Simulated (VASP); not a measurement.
# Mg3Si2N (P6/mmm) in VASP: notebook

Runs on Mg3Si2N. Level: PBE. Tasks: single point, relaxation of cell and atoms.

Everything below comes from runs of VASP 6.6.1. Logs are shortened: lines on timing, memory, paths and dates and some standing lists are left out, and cuts for length are marked.

## Step 1: The cell of the first run

The structure is hexagonal, space group P6/mmm (No. 191). Conventional cell: a = 5.623 Å, b = 5.623 Å, c = 6.642 Å, α = 90.00°, β = 90.00°, γ = 120.00°. Mg (site symmetry mmm) has 4 Mg at 2.81 Å and 2 N at 2.81 Å and 4 Si at 3.29 Å within 3.7 Å. Within 2.3 Å of Si (site symmetry 6mm) lie 1 N at 1.71 Å. N (site symmetry 6/mmm) has 2 Si at 1.71 Å within 2.3 Å.

The cell was generated, and may not be a known phase.

## Step 2: Single point, PBE

INCAR reads:

```
PREC = Accurate
ENCUT = 520
EDIFF = 1E-6
ISMEAR = 0
SIGMA = 0.1
LREAL = False
LASPH = True
NELM = 60
ALGO = Normal
ISIF = 2
LWAVE = False
LCHARG = True
GGA = PE
LELF = True
LVHAR = True
NBANDS = 18
```

KPOINTS reads:

```
Automatic mesh
0
Gamma
  12 12 6
```

POSCAR reads:

```
Mg3Si2N
1.0
    5.6226928981      0.0000000000      0.0000000000
   -2.8113464491      4.8693948874      0.0000000000
    0.0000000000      0.0000000000      6.6416458819
Mg Si N
3 2 1
Direct
    0.5000000000      0.0000000000      0.5000000000
    0.0000000000      0.5000000000      0.5000000000
    0.5000000000      0.5000000000      0.5000000000
    0.0000000000      0.0000000000      0.7577661301
    0.0000000000      0.0000000000      0.2422338699
    0.0000000000      0.0000000000      0.5000000000
```

Potentials or basis: VASP PAW PBE potentials, release 64 (Mg, Si, N).

Launch:

```bash
cat potpaw_PBE.64/Mg/POTCAR potpaw_PBE.64/Si/POTCAR potpaw_PBE.64/N/POTCAR > POTCAR
mpirun -np 1 vasp_std > vasp.out
```

OUTCAR:

```text
PREC = Accurate
   ENCUT = 520
   EDIFF = 1E-6
   ISMEAR = 0
   LREAL = False
   LASPH = True
   NELM = 60
   ISIF = 2
   GGA = PE

 ion  position               nearest neighbor table
   1  0.500  0.000  0.500-   2 2.81   2 2.81   3 2.81   3 2.81   4 3.29   4 3.29   5 3.29   5 3.29

   2  0.000  0.500  0.500-   1 2.81   1 2.81   3 2.81   3 2.81   4 3.29   5 3.29   4 3.29   5 3.29

   3  0.500  0.500  0.500-   1 2.81   1 2.81   2 2.81   2 2.81   4 3.29   5 3.29   4 3.29   5 3.29

   4  0.000  0.000  0.758-   6 1.71   3 3.29   3 3.29   2 3.29   2 3.29   1 3.29   1 3.29
   5  0.000  0.000  0.242-   6 1.71   3 3.29   3 3.29   2 3.29   2 3.29   1 3.29   1 3.29
   6  0.000  0.000  0.500-   4 1.71   5 1.71

  LATTYP: Found a hexagonal cell.
 ALAT       =     5.6226928981
 C/A-ratio  =     1.1812215254

  Lattice vectors:

 A1 = (   5.6226928981,   0.0000000000,   0.0000000000)
 A2 = (  -2.8113464491,   4.8693948874,   0.0000000000)
 A3 = (   0.0000000000,   0.0000000000,   6.6416458819)

Analysis of symmetry for initial positions (statically):
=====================================================================
 Subroutine PRICEL returns:
 Original cell was already a primitive cell.

 Routine SETGRP: Setting up the symmetry group for a
 hexagonal supercell.

 Subroutine GETGRP returns: Found 24 space group operations
 (whereof 24 operations were pure point group operations)
 out of a pool of 24 trial point group operations.

The static configuration has the point symmetry D_6h.

Analysis of symmetry for dynamics (positions and initial velocities):
=====================================================================
 Subroutine PRICEL returns:
 Original cell was already a primitive cell.

 Routine SETGRP: Setting up the symmetry group for a
 hexagonal supercell.

 Subroutine GETGRP returns: Found 24 space group operations
 (whereof 24 operations were pure point group operations)
 out of a pool of 24 trial point group operations.

The dynamic configuration has the point symmetry D_6h.

 Subroutine INISYM returns: Found 24 space group operations
 (whereof 24 operations are pure point group operations),
 and found     1 'primitive' translations

----------------------------------------------------------------------------------------

                                     Primitive cell

  volume of cell :     181.8424

  direct lattice vectors                    reciprocal lattice vectors
     5.622692898  0.000000000  0.000000000     0.177850724  0.102682163  0.000000000
    -2.811346449  4.869394887  0.000000000     0.000000000  0.205364326  0.000000000
     0.000000000  0.000000000  6.641645882     0.000000000  0.000000000  0.150565089

  length of vectors
     5.622692898  5.622692898  6.641645882     0.205364326  0.205364326  0.150565089

  position of ions in fractional coordinates (direct lattice)
     0.500000000  0.000000000  0.500000000
     0.000000000  0.500000000  0.500000000
     0.500000000  0.500000000  0.500000000
     0.000000000  0.000000000  0.757766130
     0.000000000  0.000000000  0.242233870
     0.000000000  0.000000000  0.500000000

  ion indices of the primitive-cell ions
   primitive index   ion index
                 1           1
                 2           2
                 3           3
                 4           4
                 5           5
                 6           6

----------------------------------------------------------------------------------------

 KPOINTS: Automatic mesh

Automatic generation of k-mesh.
 Grid dimensions read from file:
 generate k-points for:   12   12    6

 Generating k-lattice:

  Cartesian coordinates                     Fractional coordinates (reciprocal lattice)
     0.014820894  0.008556847  0.000000000     0.083333333 -0.000000000  0.000000000
     0.000000000  0.017113694  0.000000000     0.000000000  0.083333333  0.000000000
     0.000000000  0.000000000  0.025094181     0.000000000  0.000000000  0.166666667

  Length of vectors
     0.017113694  0.017113694  0.025094181

  Shift w.r.t. Gamma in fractional coordinates (k-lattice)
     0.000000000  0.000000000  0.000000000

 Subroutine IBZKPT returns following result:
 ===========================================

 Found     76 irreducible k-points:

 Following reciprocal coordinates:
            Coordinates               Weight
  0.000000  0.000000  0.000000      1.000000
  0.083333  0.000000  0.000000      6.000000
  0.166667  0.000000  0.000000      6.000000
  0.250000  0.000000  0.000000      6.000000
  0.333333  0.000000  0.000000      6.000000
  0.416667  0.000000  0.000000      6.000000
[... 16 lines left out ...]
  0.250000  0.000000  0.166667     12.000000
  0.333333  0.000000  0.166667     12.000000
 [... further k-points ...]
   k-points           NKPTS =     76   k-points in BZ     NKDIM =     76   number of bands    NBANDS=     18
   number of dos      NEDOS =    301   number of ions     NIONS =      6
   total plane-waves  NPLWV =  88200
   dimension x,y,z NGX =    42 NGY =   42 NGZ =   50
   dimension x,y,z NGXF=    84 NGYF=   84 NGZF=  100
   ions per type =               3   2   1
   NGX,Y,Z   is equivalent  to a cutoff of  12.42, 12.42, 12.52 a.u.
   NGXF,Y,Z  is equivalent  to a cutoff of  24.84, 24.84, 25.03 a.u.
 SYSTEM =  unknown system
   PREC   = accura    normal or accurate (medium, high low for compatibility)
   ISTART =      0    job   : 0-new  1-cont  2-samecut
   ICHARG =      2    charge: 1-file 2-atom 10-const
   ISPIN  =      1    spin polarized calculation?
   LNONCOLLINEAR =      F non collinear calculations
   LSORBIT =      F    spin-orbit coupling
   LASPH  =      T    aspherical Exc in radial PAW
   ENCUT  =  520.0 eV  38.22 Ry    6.18 a.u.  10.45 10.45 12.35*2*pi/ulx,y,z
   NELM   =     60;   NELMIN=  2; NELMDL= -5     # of ELM steps
   EDIFF  = 0.1E-05   stopping-criterion for ELM
   LREAL  =      F    real-space projection
   EDIFFG = 0.1E-04   stopping-criterion for IOM
   NSW    =      0    number of steps for IOM
   IBRION =     -1    ionic relax: 0-MD 1-quasi-New 2-CG
   NFREE  =      0    steps in history (QN), initial steepest desc. (CG)
   ISIF   =      2    stress and relaxation
   ISYM   =      2    0-nonsym 1-usesym 2-fastsym
   POTIM  = 0.5000    time-step for ionic-motion
   TEBEG  =    0.0;   TEEND  =   0.0 temperature during run
   PSTRESS=    0.0 pullay stress
   NELECT =      19.0000    total number of electrons
   NUPDOWN=      -1.0000    fix difference up-down
   EMIN   =  10.00;   EMAX   =-10.00  energy-range for DOS
   EFERMI =   0.00;   METHOD = LEGACY
   ISMEAR =     0;   SIGMA  =   0.10  broadening in eV -4-tet -1-fermi 0-gaus
   EFERMI_NEDOS =   21; number of points for ismear=-14 and -15
   IALGO  =     38    algorithm
   IMIX   =      4    mixing-type and parameters
     AMIX     =   0.40;   BMIX     =  1.00
     AMIX_MAG =   1.60;   BMIX_MAG =  1.00
  volume/ion in A,a.u.               =      30.31       204.52
  Fermi-wavevector in a.u.,A,eV,Ry     =   0.771071  1.457113  8.089349  0.594550
  Thomas-Fermi vector in A             =   1.872410
   LORBIT       =      0    0 simple, 1 ext, 2 COOP (PROOUT), +10 PAW based schemes
   GGA     = PE    functional components
   LHFCALC =     F    Hartree Fock is set to
   AEXX    =    0.0000 exact exchange contribution
   IVDW    =     0    specifies the selected vdW correction
   LEPSILON=     F    determine dielectric tensor
   LRPA    =     F    only Hartree local field effects (RPA)
 non-spin polarized calculation
 Gauss-broadening in eV      SIGMA  =   0.10
  energy-cutoff  :      520.00
  volume of cell :      181.84
 maximum number of plane-waves:      4926
 NGX is ok and might be reduce to    42
   NGX = 21   NGY = 21   NGZ = 25

 number of electron      19.0000001 magnetization

 Free energy of the ion-electron system (eV)
  ---------------------------------------------------
  ext. energy  EPLUGINS =         0.00000000
  ---------------------------------------------------
  free energy    TOTEN  =       -20.15215397 eV

  energy without entropy =      -20.13711581  energy(sigma->0) =      -20.14463489

 E-fermi :   0.8105     XC(G=0):  -7.0403

 val. band max:        0.7979901147   @ k =   0.2500   0.0000   0.3333
 cond. band min:       0.8225047230   @ k =   0.0833   0.0000   0.5000
 fundamental gap:      0.0245146083
 Fermi energy:         0.8104905663

 k-point     1 :       0.0000    0.0000    0.0000
  band No.  band energies     occupation
      1     -15.4134      2.00000
      2      -8.1062      2.00000
      3      -4.8511      2.00000
      4      -4.1021      2.00000
      5      -4.1021      2.00000
      6      -2.4959      2.00000
[... 10 lines left out ...]
     17       5.2819      0.00000
     18       5.8034      0.00000

 k-point     2 :       0.0833    0.0000    0.0000
  band No.  band energies     occupation
      1     -15.4123      2.00000
      2      -8.1041      2.00000
      3      -4.8521      2.00000
      4      -4.1516      2.00000
      5      -4.1119      2.00000
      6      -2.3957      2.00000
[... 10 lines left out ...]
     17       5.2852      0.00000
     18       5.4350      0.00000

 k-point     3 :       0.1667    0.0000    0.0000
  band No.  band energies     occupation
      1     -15.4092      2.00000
      2      -8.0986      2.00000
      3      -4.8570      2.00000
      4      -4.2622      2.00000
      5      -4.1381      2.00000
      6      -2.1393      2.00000
[... 412 lines left out ...]
 k-point    23 :       0.2500    0.0000    0.1667
  band No.  band energies     occupation
      1     -15.4039      2.00000
      2      -8.1352      2.00000
      3      -4.7827      2.00000
      4      -4.2564      2.00000
      5      -4.1677      2.00000
      6      -1.9386      2.00000
[... 10 lines left out ...]
     17       4.8014      0.00000
     18       5.8796      0.00000

 k-point    24 :       0.3333    0.0000    0.1667
  band No.  band energies     occupation
      1     -15.3997      2.00000
      2      -8.1270      2.00000
      3      -4.8489      2.00000
      4      -4.2847      2.00000
      5      -4.2017      2.00000
      6      -1.6690      2.00000
[... 10 lines left out ...]
     17       5.2445      0.00000
     18       5.7478      0.00000

 [... further k-points ...]

------------------------ aborting loop because EDIFF is reached ----------------------------------------

  FORCE on cell =-STRESS in cart. coord.  units (eV):
  Direction    XX          YY          ZZ          XY          YZ          ZX
  --------------------------------------------------------------------------------------
  -------------------------------------------------------------------------------------
  Total       -0.0890286     -0.0890286      0.0008784      0.0000000     -0.0000000      0.0000000
  in kB       -0.7844136     -0.7844136      0.0077398      0.0000000     -0.0000000      0.0000000
  external PRESSURE =      -0.5203625 kB  Pullay stress =       0.0000000 kB

 VOLUME and BASIS-vectors are now :
 -----------------------------------------------------------------------------
  energy-cutoff  :      520.00
  volume of cell :      181.84
      direct lattice vectors                 reciprocal lattice vectors
     5.622692898  0.000000000  0.000000000     0.177850724  0.102682163  0.000000000
    -2.811346449  4.869394887  0.000000000     0.000000000  0.205364326  0.000000000
     0.000000000  0.000000000  6.641645882     0.000000000  0.000000000  0.150565089

 POSITION                                       TOTAL-FORCE (eV/Angst)
 -----------------------------------------------------------------------------------
      2.81135      0.00000      3.32082         0.000000      0.000000      0.000000
     -1.40567      2.43470      3.32082         0.000000      0.000000      0.000000
      1.40567      2.43470      3.32082         0.000000      0.000000      0.000000
      0.00000      0.00000      5.03281         0.000000     -0.000000     -0.006016
      0.00000      0.00000      1.60883        -0.000000      0.000000      0.006016
      0.00000      0.00000      3.32082         0.000000      0.000000      0.000000
 -----------------------------------------------------------------------------------
    total drift:                                0.000000      0.000000      0.000000

  FREE ENERGIE OF THE ION-ELECTRON SYSTEM (eV)
  ---------------------------------------------------
  free  energy   TOTEN  =       -20.1521539666 eV

  energy  without entropy=      -20.1371158131  energy(sigma->0) =      -20.14463489
```

It took 4.2 min on 1 thread of Intel Xeon Platinum 8259CL at 2.50GHz (Skylake/Cascade Lake), shared host; peak memory 0.43 GiB.

What came out:

```
Free energy            : -20.1522 eV
Pressure               : -0.1 GPa
Largest force          : 0.006 eV/Å
Band gap on the k mesh : zero (an odd number of electrons rules out a gap without spin polarisation)
```

Forces on the atoms (eV/Å):
```
Mg   0.000  0.000  0.000
Mg   0.000  0.000  0.000
Mg   0.000  0.000  0.000
Si   0.000  0.000 -0.006
Si   0.000  0.000  0.006
N    0.000  0.000  0.000
```

## Step 3: Single point, PBE, collinear spin, ferromagnetic start

This run uses another cell than the first one, of 29.95 Å³/atom.

INCAR reads:

```
SYSTEM = Mg3Si2N
PREC = Accurate ; ENCUT = 520
EDIFF = 1E-6 ; ISMEAR = 0
SIGMA = 0.1 ; LREAL = .FALSE.
LASPH = .TRUE. ; NELM = 150
ALGO = Normal ; ISIF = 2
LWAVE = .FALSE. ; LCHARG = .TRUE.
ISPIN = 2 ; MAGMOM = 0 0 0 0 0 1
LORBIT = 11 ; GGA = PE
LELF = .TRUE. ; LVHAR = .TRUE.
NBANDS = 22
```

KPOINTS reads:

```
Automatic mesh
0
G
  6 6 4
  0 0 0
```

POSCAR reads:

```
Mg3Si2N
1.0
    5.6199839954      0.0000000000      0.0000000000
   -2.8099919977      4.8670489089      0.0000000000
    0.0000000000      0.0000000000      6.5706351901
Mg Si N
3 2 1
Direct
    0.5000000000      0.0000000000      0.5000000000
    0.0000000000      0.5000000000      0.5000000000
    0.5000000000      0.5000000000      0.5000000000
    0.0000000000      0.0000000000      0.7607332829
    0.0000000000      0.0000000000      0.2392667171
    0.0000000000      0.0000000000      0.5000000000
```

Potentials or basis: VASP PAW PBE potentials, release 64 (Mg, Si, N).

Launch:

```bash
cat potpaw_PBE.64/Mg/POTCAR potpaw_PBE.64/Si/POTCAR potpaw_PBE.64/N/POTCAR > POTCAR
mpirun -np 1 vasp_std > vasp.out
```

Run time: 3.2 min. Hardware: 1 thread of Intel Xeon Platinum 8259CL at 2.50GHz (Skylake/Cascade Lake), shared host; peak memory 0.42 GiB.

Results (log left out):

| Item | Value |
| --- | --- |
| Free energy | -20.1546 eV |
| Pressure | 0.0 GPa |
| Largest force | 0.009 eV/Å |
| Net moment | 0.00 μB per cell |
| Valence electrons inside the program's atomic spheres | Mg 0.35; Si 1.60; N 3.76 |

Forces in eV/Å, atoms in the order of the input:
```
Mg   0.000  0.000  0.000
Mg   0.000  0.000  0.000
Mg   0.000  0.000  0.000
Si   0.000  0.000 -0.009
Si   0.000  0.000  0.009
N    0.000  0.000  0.000
```

Stress tensor (GPa, compression positive):
```
-0.08  0.00  0.00
 0.00 -0.08  0.00
 0.00  0.00  0.02
```

Levels at points of the mesh, in eV from the Fermi level:
Spin up:
| k point | band 8 | band 9 | band 10 | band 11 | band 12 | band 13 |
| --- | --- | --- | --- | --- | --- | --- |
| (0.00, 0.00, 0.00) | 0.06 | 0.63 | 0.63 | 1.35 | 1.35 | 1.64 |
| (0.50, 0.00, 0.00) | -1.38 | -0.73 | 0.36 | 1.14 | 1.32 | 1.54 |
| (0.00, 0.00, 0.50) | -0.01 | -0.01 | 0.09 | 0.90 | 1.45 | 1.45 |
| (0.50, 0.00, 0.50) | -1.37 | -1.32 | -0.29 | 1.82 | 2.04 | 2.30 |
Spin down:
| k point | band 8 | band 9 | band 10 | band 11 | band 12 | band 13 |
| --- | --- | --- | --- | --- | --- | --- |
| (0.00, 0.00, 0.00) | 0.06 | 0.64 | 0.64 | 1.35 | 1.35 | 1.64 |
| (0.50, 0.00, 0.00) | -1.38 | -0.73 | 0.36 | 1.14 | 1.32 | 1.54 |
| (0.00, 0.00, 0.50) | -0.01 | -0.01 | 0.09 | 0.90 | 1.45 | 1.45 |
| (0.50, 0.00, 0.50) | -1.37 | -1.32 | -0.29 | 1.82 | 2.04 | 2.30 |

## Step 4: Relaxation of cell and atoms, PBE

This run uses another cell than the first one, of 29.95 Å³/atom.

INCAR reads:

```
ALGO = Fast
EDIFF = 1E-6
EDIFFG = -0.01
ENCUT = 600
GGA = PE
IBRION = 2
ISIF = 3
ISMEAR = 0
LASPH = T
LCHARG = F
LREAL = F
LWAVE = F
NELM = 80
NSW = 100
PREC = Accurate
SIGMA = 0.1
```

KPOINTS reads:

```
k-points
0
Gamma
  12 12 6
```

POSCAR is that of step 3.

Launch:

```bash
cat potpaw_PBE.64/Mg/POTCAR potpaw_PBE.64/Si/POTCAR potpaw_PBE.64/N/POTCAR > POTCAR
mpirun -np 1 vasp_std > vasp.out
```

Run time: 24 min. Hardware: 1 thread of Oxide Virtual Turin-like, shared host; peak memory 0.52 GiB.

It converged, with:

```
Free energy                           : -20.1535 eV
Relaxed volume                        : 30.20 Å³/atom
Relaxed cell                          : a = 5.617 Å, b = 5.617 Å, c = 6.632 Å, α = 90.00°, β = 90.00°, γ = 120.00°
Space group after relaxing (to 0.1 Å) : P6/mmm (No. 191)
Energy gained by relaxing             : 0.1 meV/atom
Ionic steps                           : 11
Pressure after relaxing               : 0.0 GPa
Largest force after relaxing          : 0.004 eV/Å
Band gap on the k mesh                : zero (an odd number of electrons rules out a gap without spin polarisation)
```

Forces on the atoms (eV/Å):
```
Mg   0.000  0.000  0.000
Mg   0.000  0.000  0.000
Mg   0.000  0.000  0.000
Si   0.000  0.000  0.004
Si   0.000  0.000 -0.004
N    0.000  0.000  0.000
```

Step by step:
| step | energy change (eV) | largest force (eV/Å) | pressure (GPa) | volume (Å³) |
| --- | --- | --- | --- | --- |
| 1 | 0.0000 | 0.0331 | -0.02 | 179.72 |
| 2 | -0.0001 | 0.0071 | 0.03 | 179.63 |
| 3 | -0.0001 | 0.0038 | 0.03 | 179.64 |
| 4 | -0.0001 | 0.0025 | 0.04 | 179.66 |
| 5 | -0.0002 | 0.0007 | 0.05 | 179.72 |
| 6 | -0.0004 | 0.0087 | 0.07 | 179.85 |
| 7 | -0.0005 | 0.0179 | 0.04 | 180.12 |
| 8 | -0.0006 | 0.0428 | -0.03 | 180.86 |
| 9 | -0.0007 | 0.0197 | -0.01 | 181.03 |
| 10 | -0.0007 | 0.0139 | 0.00 | 181.27 |
| 11 | -0.0007 | 0.0043 | 0.00 | 181.20 |

Final structure:
```
CELL_PARAMETERS angstrom
5.61694 0.00000 0.00000
-2.80847 4.86441 0.00000
0.00000 0.00000 6.63176
ATOMIC_POSITIONS crystal
Mg 0.50000 0.00000 0.50000
Mg 0.00000 0.50000 0.50000
Mg 0.50000 0.50000 0.50000
Si 0.00000 0.00000 0.75811
Si 0.00000 0.00000 0.24189
N 0.00000 0.00000 0.50000
```

Levels at points of the mesh, in eV from the Fermi level:
| k point | band 8 | band 9 | band 10 | band 11 | band 12 | band 13 |
| --- | --- | --- | --- | --- | --- | --- |
| (0.00, 0.00, 0.00) | 0.12 | 0.62 | 0.62 | 1.39 | 1.39 | 1.69 |
| (0.50, 0.00, 0.00) | -1.35 | -0.73 | 0.34 | 1.19 | 1.37 | 1.59 |
| (0.00, 0.00, 0.50) | 0.03 | 0.03 | 0.14 | 0.96 | 1.48 | 1.48 |
| (0.50, 0.00, 0.50) | -1.33 | -1.29 | -0.25 | 1.83 | 2.09 | 2.31 |

## Step 5: Overview

| task | spin | cell | k mesh | cutoff (eV) | gap on the mesh (eV) | pressure (GPa) | largest force (eV/Å) |
| --- | --- | --- | --- | --- | --- | --- | --- |
| single point | off | a = 5.623, b = 5.623, c = 6.642 Å, angles 90.0, 90.0, 120.0°, 6 atoms, atomic positions A | 12 × 12 × 6 | 520 | none | -0.1 | 0.01 |
| single point | collinear, ferromagnetic start | a = 5.620, b = 5.620, c = 6.571 Å, angles 90.0, 90.0, 120.0°, 6 atoms, atomic positions B | 6 × 6 × 4 | 520 | none | 0.0 | 0.01 |
| relaxation of cell and atoms | off | relaxed from a = 5.620, b = 5.620, c = 6.571 Å, angles 90.0, 90.0, 120.0°, 6 atoms, atomic positions B | 12 × 12 × 6 | 600 | none | 0.0 | - |

Alike in all rows: level PBE; potentials or basis VASP PAW PBE potentials, release 64 (Mg, Si, N); smearing gaussian 0.1 eV.

Total energies depend on the potentials used, so only differences within one code and one set of settings carry meaning.

The gap in the log of VASP goes by the Fermi energy; the results here count the filled bands.